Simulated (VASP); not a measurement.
**Zn6S5 (a cell with a defect): single point with PBE**

The system is Zn6S5 (a cell with a defect).

```xyz
11
Lattice="0.0000 0.0000 -6.3046 -5.7661 -3.3291 0.0000 0.0000 6.6581 0.0000" Properties=species:S:1:pos:R:3 pbc="T T T"
Zn   -3.8441    2.2194   -6.7964
Zn   -5.7661   -1.1097   -6.2659
Zn   -1.9220    5.5484   -6.2659
Zn   -1.8018    1.0403   -3.0574
Zn   -3.8441    4.5775   -3.0574
Zn   -5.8863    1.0403   -3.0574
S    -5.7661   -1.1097   -3.9328
S    -1.9220    5.5484   -3.9328
S    -1.8889    1.0906   -0.7494
S    -3.8441    4.4770   -0.7494
S    -5.7992    1.0906   -0.7494
```

* Program: VASP 6.6.1
* Task: single point
* Functional: PBE
* Potentials or basis: VASP PAW PBE potentials, release 64 (Zn, S)
* Cutoff: 520 eV
* k mesh: 2 × 2 × 2
* Occupations: gaussian, width 0.01 eV
* Spin: collinear spin
* Starting moments: [0.75, 0.0, 0.0, 0.75, 0.75, 0.75, 0.0, 0.0, 0.0, 0.0, 0.0] μB

* Largest force: 0.029 eV/Å
* Net moment: 0.50 μB per cell
* Site moments: Zn +0.01, +0.00, +0.03; S +0.01 μB
* Valence electrons inside the program's atomic spheres: Zn 10.75, 10.77, 10.70; S 3.71, 3.73

Forces in eV/Å, atoms in the order of the input:
```
Zn   0.000  0.000  0.002
Zn   0.000  0.000  0.004
Zn   0.000  0.000  0.004
Zn  -0.010  0.006 -0.019
Zn   0.000 -0.012 -0.019
Zn   0.010  0.006 -0.019
S    0.000  0.000  0.004
S    0.000  0.000  0.004
S   -0.022  0.013  0.013
S    0.000 -0.025  0.013
S    0.022  0.013  0.013
```

Levels at points of the mesh, in eV from the Fermi level:
Spin up:
```tsv
k point	band 47	band 48	band 49	band 50	band 51	band 52	band 53	band 54	band 55	band 56
(0.00, 0.00, 0.00)	-3.45	-2.60	-2.26	-2.26	-1.30	0.98	1.87	1.87	2.34	2.93
(0.50, 0.00, 0.00)	-3.03	-3.03	-2.35	-2.35	-0.63	1.18	1.87	1.87	2.30	2.65
(0.00, 0.50, 0.00)	-3.31	-3.03	-2.67	-2.57	0.00	0.98	1.44	1.82	2.09	2.89
(0.50, 0.50, 0.00)	-3.48	-3.37	-3.34	-3.25	-0.25	1.35	1.53	1.63	2.41	2.67
```
Spin down:
```csv
k point,band 47,band 48,band 49,band 50,band 51,band 52,band 53,band 54
"(0.00, 0.00, 0.00)",-3.42,-2.56,-2.25,-2.25,-1.04,1.02,2.04,2.04
"(0.50, 0.00, 0.00)",-3.00,-3.00,-2.34,-2.34,-0.29,1.22,2.04,2.04
"(0.00, 0.50, 0.00)",-3.29,-3.02,-2.65,-2.55,0.36,1.11,1.57,1.89
"(0.50, 0.50, 0.00)",-3.45,-3.36,-3.33,-3.23,0.10,1.44,1.63,1.79
```

Run time: 4.4 min on 1 thread of AMD EPYC 7R13 Processor (Zen 3), on a shared host, peak memory 0.42 GiB.

Caveat: the k points lie up to 0.54 Å⁻¹ apart; the cell carries a net charge on a neutralising background, which shifts energy and pressure; the cell is charged against a uniform background, so pressure and absolute levels hang on convention.
